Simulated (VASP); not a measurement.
# NaCl in VASP: further runs, part 3 of 3

VASP 6.6.1. The steps go on from the part before.

### 7 Single point, r2SCAN (shear xy strain -1.7%)

Contents of POSCAR:

```
NaCl
1.0
    3.4595457890     -0.0300980484      0.0000000000
   -0.0300980484      3.4595457890      0.0000000000
    0.0000000000      0.0000000000      3.4595457890
Na Cl
1 1
Direct
    0.0000000000      0.0000000000      0.0000000000
    0.5000000000      0.5000000000      0.5000000000
```

Contents of INCAR.step1:

```
ALGO = Normal
EDIFF = 1E-4
ENCUT = 520
GGA = PE
ISMEAR = 0
LASPH = T
LCHARG = F
LREAL = F
LWAVE = T
NBANDS = 14
NELM = 80
PREC = Accurate
SIGMA = 0.01
```

Contents of INCAR.step2:

```
ALGO = Normal
EDIFF = 1E-6
ENCUT = 520
ISIF = 2
ISMEAR = 0
ISTART = 1
LASPH = T
LCHARG = F
LMIXTAU = T
LREAL = F
LWAVE = F
METAGGA = R2SCAN
NBANDS = 14
NELM = 80
PREC = Accurate
SIGMA = 0.01
```

Contents of KPOINTS:

```
k-points
0
Gamma
  8 8 8
```

Potentials or basis: VASP PAW PBE potentials, release 64 (Na_pv, Cl).

Launch:

```
cat potpaw_PBE.64/Na_pv/POTCAR potpaw_PBE.64/Cl/POTCAR > POTCAR
cp INCAR.step1 INCAR
mpirun -np 1 vasp_std > vasp.out
cp INCAR.step2 INCAR
mpirun -np 1 vasp_std > vasp.out
```

OUTCAR:

```text
EDIFF = 1E-6
   ENCUT = 520
   ISIF = 2
   ISMEAR = 0
   ISTART = 1
   LASPH = T
   LREAL = F
   METAGGA = R2SCAN
   NELM = 80
   PREC = Accurate

 ion  position               nearest neighbor table
   1  0.000  0.000  0.000-
   2  0.500  0.500  0.500-

  LATTYP: Found a base centered orthorhombic cell.
 ALAT       =     4.8499715062
 B/A-ratio  =     1.0175527086
 C/A-ratio  =     0.7133126008

  Lattice vectors:

 A1 = (   3.4595457890,  -0.0300980484,   0.0000000000)
 A2 = (  -0.0300980484,   3.4595457890,   0.0000000000)
 A3 = (   0.0000000000,   0.0000000000,   3.4595457890)

Analysis of symmetry for initial positions (statically):
=====================================================================
 Subroutine PRICEL returns:
 Original cell was already a primitive cell.

 Routine SETGRP: Setting up the symmetry group for a
 base centered orthorhombic supercell.

 Subroutine GETGRP returns: Found  8 space group operations
 (whereof  8 operations were pure point group operations)
[... 176 lines left out ...]
      3     -22.4961      2.00000
      4     -13.7984      2.00000
      5      -0.2640      2.00000
      6      -0.2389      2.00000
      7      -0.2130      2.00000
      8       5.2490      0.00000
      9       9.4368      0.00000
     10       9.4396      0.00000
     11      17.0305      0.00000
     12      17.0789      0.00000
     13      17.1670      0.00000
     14      17.4836      0.00000
[... 377 lines left out ...]
      1     -22.5187      2.00000
      2     -22.5015      2.00000
      3     -22.4949      2.00000
      4     -13.5572      2.00000
      5      -1.6636      2.00000
      6      -0.5535      2.00000
      7      -0.0800      2.00000
      8       6.9856      0.00000
      9      10.2491      0.00000
     10      10.7315      0.00000
     11      13.4287      0.00000
     12      14.3806      0.00000
     13      16.2596      0.00000
     14      16.9478      0.00000

 [... further k-points ...]

------------------------ aborting loop because EDIFF is reached ----------------------------------------

  FORCE on cell =-STRESS in cart. coord.  units (eV):
  Direction    XX          YY          ZZ          XY          YZ          ZX
  --------------------------------------------------------------------------------------
  -------------------------------------------------------------------------------------
  Total       -0.0626306     -0.0626306     -0.0671141     -0.0087458      0.0000000      0.0000000
  in kB       -2.4236665     -2.4236665     -2.5971667     -0.3384442      0.0000000      0.0000000
  external PRESSURE =      -2.4814999 kB  Pullay stress =       0.0000000 kB

 VOLUME and BASIS-vectors are now :
 -----------------------------------------------------------------------------
  energy-cutoff  :      520.00
  volume of cell :       41.40
      direct lattice vectors                 reciprocal lattice vectors
     3.459545789 -0.030098048  0.000000000     0.289077167  0.002514971  0.000000000
    -0.030098048  3.459545789  0.000000000     0.002514971  0.289077167  0.000000000
     0.000000000  0.000000000  3.459545789     0.000000000  0.000000000  0.289055287

 POSITION                                       TOTAL-FORCE (eV/Angst)
 -----------------------------------------------------------------------------------
      0.00000      0.00000      0.00000        -0.000000      0.000000      0.000000
      1.71472      1.71472      1.72977         0.000000     -0.000000      0.000000
 -----------------------------------------------------------------------------------
    total drift:                               -0.000000      0.000000      0.000000

  FREE ENERGIE OF THE ION-ELECTRON SYSTEM (eV)
  ---------------------------------------------------
  free  energy   TOTEN  =       -13.4658376975 eV

  energy  without entropy=      -13.4658376975  energy(sigma->0) =      -13.46583770
```

Run time: 2.3 min. Hardware: 1 thread of Intel Xeon Platinum 8259CL at 2.50GHz (Skylake/Cascade Lake), shared host; peak memory 0.19 GiB.

Results:

- Free energy: -13.4658 eV
- Pressure: -0.2 GPa
- Band gap on the k mesh: 4.95 eV (least direct gap 5.46 eV)

Levels at points of the mesh, in eV from the valence-band top:
| k point | band 4 | band 5 | band 6 | band 7 | band 8 | band 9 | band 10 | band 11 |
| --- | --- | --- | --- | --- | --- | --- | --- | --- |
| (0.00, 0.00, 0.00) | -14.10 | -0.56 | -0.54 | -0.51 | 4.95 | 9.14 | 9.14 | 16.73 |
| (0.50, 0.00, 0.00) | -13.69 | -3.13 | -0.29 | -0.29 | 7.82 | 9.79 | 11.24 | 12.73 |
| (0.50, 0.50, 0.00) | -13.39 | -2.46 | -2.41 | 0.00 | 6.24 | 10.73 | 12.09 | 12.30 |
| (0.00, 0.00, 0.50) | -13.69 | -3.13 | -0.32 | -0.26 | 7.82 | 9.79 | 11.25 | 12.70 |
| (0.50, 0.00, 0.50) | -13.39 | -2.44 | -2.44 | 0.00 | 6.24 | 10.73 | 12.20 | 12.20 |
| (0.50, 0.50, 0.50) | -13.08 | -2.03 | -2.02 | -2.00 | 7.67 | 7.75 | 7.84 | 13.29 |

Caveat: the cell differs from its parent crystal (shear xy strain -1.7%); the structure was generated, so it needn't be the stable form of NaCl; the PAW data sets were made with another functional, which shifts forces and pressure a little. A k mesh can miss the band edges.

### 8 Summary

```csv
level,cell,smearing,gap on the mesh (eV),pressure (GPa)
PBE,"a = 3.460 Å, angles 91.0°, 2 atoms",fermi-dirac 0.02 eV,4.11,1.1
PBE,"a = 3.460, b = 3.460, c = 3.343 Å, 2 atoms",fermi-dirac 0.02 eV,4.06,2.3
r2SCAN,"a = 3.460 Å, angles 91.0°, 2 atoms",gaussian 0.01 eV,4.95,-0.2
PBE,"a = 3.460 Å, angles 90.0, 90.0, 91.0°, 2 atoms",fermi-dirac 0.02 eV,4.11,1.1
r2SCAN,"a = 3.460, b = 3.460, c = 3.343 Å, 2 atoms",gaussian 0.01 eV,4.90,0.9
r2SCAN,"a = 3.460 Å, angles 90.0, 90.0, 91.0°, 2 atoms",gaussian 0.01 eV,4.95,-0.2
```

Alike in all rows: task single point; potentials or basis VASP PAW PBE potentials, release 64 (Na_pv, Cl); no spin polarisation; k mesh 8 × 8 × 8; cutoff (eV) 520.

Caveats: the structure was generated, so it needn't be the stable form of NaCl; the PAW data sets were made with another functional, which shifts forces and pressure a little (at least some runs).

Total energies depend on the potentials used, so only differences within one code and one set of settings carry meaning.
